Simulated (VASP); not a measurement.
Wanted: the native input for a VASP 6.6.1 run.

```yaml
Task: single point
Functional: revPBE
Potentials_or_basis: VASP PAW PBE potentials, release 64 (Mg)
Cutoff: 520 eV
k_mesh: 13 × 13 × 4
Occupations: fermi-dirac, width 0.1 eV
Spin: no spin polarisation
Dipole_correction: no
Further_INCAR_settings: ALGO = Normal; EDIFF = 1e-06; NBANDS = 12
```

The structure of Mg lies in POSCAR:

```
Mg
1.0
    3.2251991901      0.0000000000      0.0000000000
   -1.6125995950      2.7931044309      0.0000000000
    0.0000000000      0.0000000000     10.4916093418
Mg
4
Direct
    1.0000000000      0.0000000000      1.0000000000
    1.0000000000      1.0000000000      0.5000000000
    0.3333333333      0.6666666667      0.2500000000
    0.6666666667      0.3333333333      0.7500000000
```

The input as run:

INCAR

```
SYSTEM = Mg
PREC     = Accurate       ! precision mode
ENCUT    = 520            ! plane-wave cutoff, eV
EDIFF    = 1E-6           ! SCF threshold, eV
ISMEAR   = -1             ! smearing method
SIGMA    = 0.1            ! smearing width, eV
LREAL    = .FALSE.        ! projectors in reciprocal space
LASPH    = .TRUE.         ! aspherical terms in the spheres
NELM     = 80             ! most SCF steps
ALGO     = Normal         ! electronic algorithm
ISIF     = 2              ! what is computed and relaxed
LWAVE    = .FALSE.        ! write WAVECAR
LCHARG   = .FALSE.        ! write CHGCAR
GGA      = RE             ! functional
NBANDS   = 12             ! bands
```

KPOINTS

```
regular mesh
0
G
  13 13 4
  0 0 0
```

Potentials or basis: VASP PAW PBE potentials, release 64 (Mg).

Command:

```sh
$ cat potpaw_PBE.64/Mg/POTCAR > POTCAR
$ mpirun -np 1 vasp_std > vasp.out
```

It gave:

The pressure is -0.1 GPa. The band gap on the k mesh is zero (band 4 reaches 3.73 eV, above the bottom of band 5 at 1.34 eV).

Caveat: the PAW data sets were made with another functional, which shifts forces and pressure a little.

Wall time 17 s on 1 thread of Intel(R) Xeon(R) 6975P-C (Granite Rapids), with other jobs on the host, peak memory 0.22 GiB.
